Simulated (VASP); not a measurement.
**Se: single point with LDA**

Se:

```
Se
1.0
     1.89898    1.09638    0.86975
    -1.89898    1.09638    0.86975
     0.00000   -2.19276    0.86975
Se
1
Direct
  0.00000 0.00000 0.00000
```

```json
{"Program": "VASP 6.6.1", "Task": "single point", "Functional": "LDA", "Potentials or basis": "VASP PAW LDA potentials, release 64 (Se)", "Cutoff": "520 eV", "k mesh": "13 × 13 × 13", "Occupations": "fermi-dirac, width 0.1 eV", "Spin": "no spin polarisation", "Dipole correction": "no", "Further INCAR settings": "ALGO = Normal; EDIFF = 1e-06; NBANDS = 9"}
```

| Property | Result |
| --- | --- |
| Pressure | 174.8 GPa |
| Band gap on the k mesh | zero (band 3 reaches 24.16 eV, above the bottom of band 4 at 8.59 eV) |

Stress tensor (GPa, compression positive):
```
178.16   0.00   0.00
  0.00 178.16   0.00
  0.00   0.00 168.07
```

Levels at points of the mesh, in eV from the Fermi level:
| k point | band 1 | band 2 | band 3 | band 4 | band 5 | band 6 | band 7 |
| --- | --- | --- | --- | --- | --- | --- | --- |
| (0.00, 0.00, 0.00) | -24.37 | 5.73 | 8.05 | 8.05 | 12.52 | 12.52 | 15.06 |

It took 9.4 s on 1 thread of Intel(R) Xeon(R) Platinum 8488C (Sapphire Rapids), on a shared host, peak memory 0.13 GiB.
